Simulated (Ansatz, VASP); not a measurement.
**Two plane-wave programs on Si3IrRu**

File INCAR:

```
PREC = Accurate
ENCUT = 500
EDIFF = 1E-7
ISMEAR = 0
SIGMA = 0.2
LREAL = False
LASPH = True
NELM = 120
ALGO = Normal
ISIF = 3
LWAVE = False
LCHARG = False
GGA = PE
IBRION = 2
NSW = 36
EDIFFG = -0.08
GGA_COMPAT = False
NELMIN = 4
```

Contents of KPOINTS:

```
Automatic mesh
0
Gamma
  4 4 3
```

File POSCAR:

```
Si3IrRu
1.0
    4.0384251800      0.0000000000      0.0000000000
    0.0000000000      4.0384251800      0.0000000000
    0.0000000000      0.0000000000      4.9004089400
Si Ru Ir
3 1 1
Direct
    0.0000000000      0.5000000000      0.5000000000
    0.5000000000      0.0000000000      0.5000000000
    0.5000000000      0.5000000000      0.5000000000
    0.5000000000      0.5000000000      0.0000000000
    0.0000000000      0.0000000000      0.5000000000
```

Input for Ansatz:

```yaml
crystal:
  lattice:
    - [4.03842518, 0.0, 0.0]
    - [0.0, 4.03842518, 0.0]
    - [0.0, 0.0, 4.90040894]
  atoms:
    - { symbol: Si, position: [0.0, 0.5, 0.5] }
    - { symbol: Si, position: [0.5, 0.0, 0.5] }
    - { symbol: Si, position: [0.5, 0.5, 0.5] }
    - { symbol: Ru, position: [0.5, 0.5, 0.0] }
    - { symbol: Ir, position: [0.0, 0.0, 0.5] }
basis:
  ecutwfc: 420
kpoints:
  mp_grid: { grid: [4, 4, 3] }
hamiltonian:
  xc: pbe
scf:
  occupations: { method: gaussian, width: 0.2 }
  lower_state_search: "off"
output:
  forces: true
  stress: true
  eigenvalues: true
relax:
  adjacent_minimum: "off"
  f_tol: 0.08
  max_steps: 16
  cell: { stress_tol: 0.8 }
```

Alike in both runs: task relaxation of cell and atoms; functional PBE; k mesh 4 × 4 × 3; occupations gaussian, width 0.2 eV; no spin polarisation.

```csv
,VASP,Ansatz
version,VASP 6.6.1,Ansatz 0.2.0
potentials or method,"VASP PAW PBE potentials, release 64 (Si, Ru_pv, Ir), cutoff 500 eV","scalar-relativistic, plane waves, PAW"
valence electrons in the cell,35,45
```

|  | VASP | Ansatz | Ansatz less VASP |
| --- | --- | --- | --- |
| gap on the k mesh at the Fermi level, each at its own relaxed structure (eV) | none | none | - |
| relaxed volume (Å³/atom) | 20.61 | 20.47 | -0.140 |
| relaxed length of the cell vector where the two differ most in proportion (Å) | 4.796 | 4.783 | -0.0132 |

A gap of «none» marks a metal or a gap that the smearing closes. VASP's potentials hold 35 valence electrons a cell and Ansatz's 45, so a difference there can come from the potentials and not from the codes.

The k mesh is coarse, so the values compare programs but aren't converged. Neither program's run includes spin-orbit coupling. Noted on VASP's run: the volume moved by over 15 % at a fixed basis, so the end points are rough.
